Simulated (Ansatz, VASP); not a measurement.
**One calculation of NaI, two programs**

File INCAR:

```
PREC     = Accurate       # precision mode
ENCUT    = 520            # plane-wave cutoff, eV
EDIFF    = 1E-7           # SCF threshold, eV
ISMEAR   = -1             # smearing method
SIGMA    = 0.02           # smearing width, eV
LREAL    = False          # projectors in reciprocal space
LASPH    = True           # aspherical terms in the spheres
NELM     = 60             # most SCF steps
ALGO     = Normal         # electronic algorithm
ISIF     = 2              # what is computed and relaxed
LWAVE    = False          # write WAVECAR
LCHARG   = False          # write CHGCAR
NBANDS   = 14             # bands
```

The input KPOINTS:

```
Automatic mesh
0
Gamma
  8 8 8
```

The input POSCAR:

```
NaI
1.0
    0.0000000000      3.3011280000      3.2364000000
    3.3011280000      0.0000000000      3.2364000000
    3.3011280000      3.3011280000      0.0000000000
Na I
1 1
Direct
    0.0000000000      0.0000000000      0.0000000000
    0.5000000000      0.5000000000      0.5000000000
```

Input for Ansatz:

```yaml
crystal:
  lattice:
    - [0.0, 3.301128, 3.2364]
    - [3.301128, 0.0, 3.2364]
    - [3.301128, 3.301128, 0.0]
  atoms:
    - { symbol: Na, position: [0.0, 0.0, 0.0] }
    - { symbol: I, position: [0.5, 0.5, 0.5] }
kpoints:
  mp_grid: { grid: [8, 8, 8] }
  band_path:
    path:
      - [0.0, 0.0, 0.0]
      - [0.0, 0.5, 0.5]
      - [0.25, 0.75, 0.5]
      - [0.0, 0.5, 0.0]
      - [0.0, 0.0, 0.0]
      - [0.5, 0.5, 0.0]
      - [0.38005, 0.61995, 0.0]
      - [-0.38005, 0.38005, 0.0]
      - [0.0, 0.0, 0.0]
    npoints: 5
scf:
  occupations: { method: fermi_dirac, width: 0.02 }
hamiltonian:
  xc: lda
  pseudopotentials: { kind: all_electron, lapw: { basis_error: 0.001 } }
output:
  forces: true
  stress: true
  eigenvalues: true
```

Change from the starting cell: equal xx and yy strain of +2 %.

Alike in both runs: task single point; functional LDA; k mesh 8 × 8 × 8; occupations fermi-dirac, width 0.02 eV; no spin polarisation.

|  | VASP | Ansatz |
| --- | --- | --- |
| version | VASP 6.6.1 | Ansatz 0.2.0 |
| potentials or method | VASP PAW LDA potentials, release 64 (Na_pv, I), cutoff 520 eV | all-electron LAPW, scalar-relativistic |

VASP gave:

* gap on the k mesh at the Fermi level (eV): 3.24
* pressure (GPa): -2.1
* traceless stress, the component that is largest in VASP (GPa): 0.20

Task: Estimate Ansatz's values.

Result: gap on the k mesh at the Fermi level (eV): 3.23; pressure (GPa): -2.1; traceless stress, the component that is largest in VASP (GPa): 0.20.

LDA's correlation is that of Perdew and Zunger in VASP and of Perdew and Wang (1992) in Ansatz. Ansatz ran all-electron here, and VASP with PAW potentials.

Neither program's run includes spin-orbit coupling.
